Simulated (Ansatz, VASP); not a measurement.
W in VASP and in Ansatz

File INCAR:

```
SYSTEM = W
ALGO = Fast
EDIFF = 1E-6
ENCUT = 520
ISIF = 2
ISMEAR = 0
LASPH = .TRUE.
LCHARG = .TRUE.
LELF = .TRUE.
LREAL = .FALSE.
LVHAR = .TRUE.
LWAVE = .FALSE.
NBANDS = 13
NELM = 100
PREC = Accurate
SIGMA = 0.15
```

KPOINTS

```
k-points
0
G
  22 22 22
  0 0 0
```

The input POSCAR:

```
W
1.0
   -1.3957708743      1.6160342202      1.6160342202
    1.6160342202     -1.3957708743      1.6160342202
    1.6160342202      1.6160342202     -1.3957708743
W
1
Direct
    0.0000000000      0.0000000000      0.0000000000
```

Input for Ansatz:

```yaml
crystal:
  lattice:
    - [-1.3957708743, 1.6160342202, 1.6160342202]
    - [1.6160342202, -1.3957708743, 1.6160342202]
    - [1.6160342202, 1.6160342202, -1.3957708743]
  atoms:
    - { symbol: W, position: [0.0, 0.0, 0.0] }
basis:
  ecutwfc: 420
kpoints:
  mp_grid: { grid: [22, 22, 22] }
hamiltonian:
  xc: lda
  pseudopotentials: { kind: paw, azcp: { folder: soft_1 } }
scf:
  occupations: { method: gaussian, width: 0.15 }
output:
  forces: true
  stress: true
  eigenvalues: true
```

Alike in both runs: task single point; functional LDA; k mesh 22 × 22 × 22; occupations gaussian, width 0.15 eV; no spin polarisation.

|  | VASP | Ansatz |
| --- | --- | --- |
| version | VASP 6.6.1 | Ansatz 0.2.0 |
| potentials or method | VASP PAW LDA potentials, release 64 (W_sv), cutoff 520 eV | scalar-relativistic, plane waves, PAW |
| valence electrons in the cell | 14 | 14 |

```csv
,VASP,Ansatz,Ansatz less VASP
gap on the k mesh at the Fermi level (eV),none,none,-
pressure (GPa),-13.5,-15.0,-1.52
"traceless stress, the component that is largest in VASP (GPa)",-11.49,-11.35,+0.150
```

Ansatz warns that its potentials were made for another functional, while VASP's fit it. LDA's correlation is that of Perdew and Zunger in VASP and of Perdew and Wang (1992) in Ansatz. A gap of «none» marks a metal or a gap that the smearing closes.

Spin-orbit coupling is off throughout.
